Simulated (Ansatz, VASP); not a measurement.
## Fe in VASP and in Ansatz

Contents of POSCAR:

```
Fe
1.0
   -1.4135427549      1.4135427549      1.4135427549
    1.4135427549     -1.4135427549      1.4135427549
    1.4135427549      1.4135427549     -1.4135427549
Fe
1
Direct
    0.0000000000      0.0000000000      0.0000000000
```

File INCAR.step1:

```
PREC = Accurate
ENCUT = 520
EDIFF = 1E-5
ISMEAR = -1
SIGMA = 0.05
LREAL = F
LASPH = T
NELM = 150
ALGO = Normal
ISIF = 2
LWAVE = T
LCHARG = F
ISPIN = 2
MAGMOM = 3
LORBIT = 11
LMAXMIX = 4
GGA = PE
NBANDS = 14
```

The input INCAR.step2:

```
PREC = Accurate
ENCUT = 520
EDIFF = 1E-6
ISMEAR = -1
SIGMA = 0.05
LREAL = F
LASPH = T
NELM = 150
ALGO = Normal
ISIF = 2
LWAVE = F
LCHARG = F
ISPIN = 2
MAGMOM = 3
LORBIT = 11
LMAXMIX = 4
GGA = PS
LHFCALC = T
AEXX = 0.25
HFSCREEN = 0.207
PRECFOCK = Normal
ISTART = 1
NBANDS = 14
```

Contents of KPOINTS:

```
regular mesh
0
Gamma
  7 7 7
```

Contents of input.yaml:

```yaml
crystal:
  lattice:
    - [-1.4135427549, 1.4135427549, 1.4135427549]
    - [1.4135427549, -1.4135427549, 1.4135427549]
    - [1.4135427549, 1.4135427549, -1.4135427549]
  atoms:
    - { symbol: Fe, position: [0.0, 0.0, 0.0], spin: 3.0 }
hamiltonian:
  xc:
    exchange: hjs_pbesol
    correlation: pbesol
    exx: { coeff: 0.25, omega: 0.207 }
  pseudopotentials: { kind: paw }
magnetization:
  spin_polarized: true
kpoints:
  mp_grid: { grid: [7, 7, 7] }
scf:
  occupations: { method: fermi_dirac, width: 0.05 }
output:
  forces: true
  stress: true
  eigenvalues: true
```

Alike in both runs: task single point; functional PBEsol-based screened hybrid; k mesh 7 × 7 × 7; occupations fermi-dirac, width 0.05 eV; collinear spin.

|  | VASP | Ansatz |
| --- | --- | --- |
| version | VASP 6.6.1 | Ansatz 0.2.0 |
| potentials or method | VASP PAW PBE potentials, release 64 (Fe) | Ansatz PAW |
| plane-wave cutoff (eV) | 520 | 420 |
| valence electrons in the cell | 8 | 16 |

|  | VASP | Ansatz | Ansatz less VASP |
| --- | --- | --- | --- |
| gap on the k mesh at the Fermi level (eV) | none | none | - |
| pressure (GPa) | 12.3 | 11.6 | -0.71 |
| net moment per atom (μB) | 2.86 | 2.86 | -0.004 |
| size of the moment on the site where the two differ most (μB) | 2.88 | 3.04 | +0.155 |

VASP's potentials were made for PBE, not for PBEsol-based screened hybrid. Site moments also hang on the region over which each program counts them. A gap of «none» marks a metal or a gap that the smearing closes. With one functional, cell and mesh, what is left measures potentials, basis and numerics. VASP's potentials hold 8 valence electrons a cell and Ansatz's 16, so a difference there can come from the potentials and not from the codes.

The k mesh is coarse, so the values compare programs but aren't converged. Noted on Ansatz's run: the magnetic or orbital state may not be the lowest.
